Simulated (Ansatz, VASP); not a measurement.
# Two plane-wave programs on CaS

Contents of INCAR:

```
SYSTEM = CaS
PREC = Accurate
ENCUT = 500
EDIFF = 1E-6
ISMEAR = 0
SIGMA = 0.05
LREAL = .FALSE.
LASPH = .TRUE.
NELM = 120
ALGO = Normal
ISIF = 2
LWAVE = .FALSE.
LCHARG = .FALSE.
GGA = B5
ALDAX = 1.0
AGGAX = 1.0
AGGAC = 1.0
ALDAC = 0.0
IVDW = 12
VDW_S6 = 1.0
VDW_S8 = 2.6996
VDW_A1 = 0.4298
VDW_A2 = 4.2359
NBANDS = 15
GGA_COMPAT = .FALSE.
```

KPOINTS

```
Automatic mesh
0
G
  8 8 8
  0 0 0
```

The input POSCAR:

```
CaS
1.0
    0.0000000000      2.7857887943      2.7857887943
    2.7857887943      0.0000000000      2.7857887943
    2.7857887943      2.7857887943      0.0000000000
Ca S
1 1
Direct
    0.5000000000      0.5000000000      0.5000000000
    0.0000000000      0.0000000000      0.0000000000
```

Input for Ansatz:

```yaml
crystal:
  lattice:
    - [0.0, 2.7857887943, 2.7857887943]
    - [2.7857887943, 0.0, 2.7857887943]
    - [2.7857887943, 2.7857887943, 0.0]
  atoms:
    - { symbol: Ca, position: [0.5, 0.5, 0.5] }
    - { symbol: S, position: [0.0, 0.0, 0.0] }
basis:
  ecutwfc: 420
  ecutrho_ratio: 4
kpoints:
  mp_grid: { grid: [8, 8, 8] }
hamiltonian:
  xc: blyp
  dispersion: d3bj
scf:
  occupations: { method: gaussian, width: 0.05 }
output:
  forces: true
  stress: true
  eigenvalues: true
```

Alike in both runs: task single point; functional BLYP; dispersion D3(BJ); k mesh 8 × 8 × 8; occupations gaussian, width 0.05 eV; no spin polarisation.

|  | VASP | Ansatz |
| --- | --- | --- |
| version | VASP 6.6.1 | Ansatz 0.2.0 |
| potentials or method | VASP PAW PBE potentials, release 64 (Ca_sv, S), cutoff 500 eV | scalar-relativistic, plane waves, PAW |
| valence electrons in the cell | 16 | 16 |

|  | VASP | Ansatz | Ansatz less VASP |
| --- | --- | --- | --- |
| gap on the k mesh at the Fermi level (eV) | 2.30 | 2.31 | +0.009 |
| least direct gap on the mesh (eV) | 3.13 | 3.14 | +0.009 |
| pressure (GPa) | 1.5 | 1.3 | -0.20 |

VASP's potentials were made for PBE, not for BLYP.
